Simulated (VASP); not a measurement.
KBr:

```xyz
2
Lattice="4.0435 0.0000 0.0000 0.0000 4.0435 0.0000 0.0000 0.0000 4.0435" Properties=species:S:1:pos:R:3 pbc="T T T"
K     0.0000    0.0000    0.0000
Br    2.0217    2.0217    2.0217
```

```yaml
Program: VASP 6.6.1
Task: relaxation of cell and atoms
Functional: PBEsol
Potentials_or_basis: VASP PAW PBE potentials, release 64 (K_sv, Br)
Cutoff: 600 eV
k_mesh: 6 × 6 × 6
Occupations: fermi-dirac, width 0.02 eV
Spin: no spin polarisation
```

At the start: pressure -1.2 GPa; volume 33.06 Å³/atom.

**Question.** Where does the relaxation end?

**Answer.** Over 4 steps the energy falls by 10.2 meV/atom and the volume is 30.53 Å³/atom (-7.6 %); space group Pm-3m (No. 221, to 0.05 Å).

The path:
```tsv
step	energy change (eV)	largest force (eV/Å)	pressure (GPa)	volume (Å³)
1	0.0000	0.0000	-1.20	66.11
2	-0.0141	0.0000	-0.71	63.77
3	-0.0203	0.0000	-0.07	61.32
4	-0.0204	0.0000	0.01	61.06
```

Final structure:
```cif
data_structure
_symmetry_space_group_name_H-M 'P 1'
_symmetry_Int_Tables_number 1
_cell_length_a 3.9378
_cell_length_b 3.9378
_cell_length_c 3.9378
_cell_angle_alpha 90.000
_cell_angle_beta 90.000
_cell_angle_gamma 90.000
_cell_volume 61.06
loop_
_atom_site_label
_atom_site_type_symbol
_atom_site_fract_x
_atom_site_fract_y
_atom_site_fract_z
_atom_site_occupancy
K1 K 0.00000 0.00000 0.00000 1
Br1 Br 0.50000 0.50000 0.50000 1
```

Caveat: the PAW data sets were made with another functional, which shifts forces and pressure a little.
